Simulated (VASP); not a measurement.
Runs of VASP 6.6.1 on BeS. The structure is that of space group F-43m (No. 216), or close to it. The cells are those of the table. 

```tsv
level	cell	k mesh	smearing	grid for exact exchange (PRECFOCK)	screening parameter	gap on the mesh (eV)	pressure (GPa)
r2SCAN	a = 3.405, b = 3.405, c = 3.366 Å, angles 60.4, 60.4, 59.3°, 2 atoms	10 × 10 × 10	gaussian 0.01 eV	-	-	3.39	(a)
PBE	a = 3.405, b = 3.405, c = 3.366 Å, angles 60.4, 60.4, 59.3°, 2 atoms	10 × 10 × 10	fermi-dirac 0.02 eV	-	-	2.93	5.0
HSE06	a = 3.387 Å, angles 60.0°, 2 atoms	6 × 6 × 6	gaussian 0.01 eV	Normal	0.2079 1/Å	(b)	(c)
HSE06	a = 3.405, b = 3.405, c = 3.366 Å, angles 60.4, 60.4, 59.3°, 2 atoms	6 × 6 × 6	gaussian 0.01 eV	Normal	0.2079 1/Å	3.86	3.6
```

Alike in all rows: task single point; potentials or basis VASP PAW PBE potentials, release 64 (Be, S); no spin polarisation; cutoff (eV) 520.

**Question.** Estimate the missing entries.

**Answer.** (a) 5.1; (b) 3.96; (c) 4.0.

Caveats: the PAW data sets were made with another functional, which shifts forces and pressure a little (some runs).

A k mesh can miss the band edges.
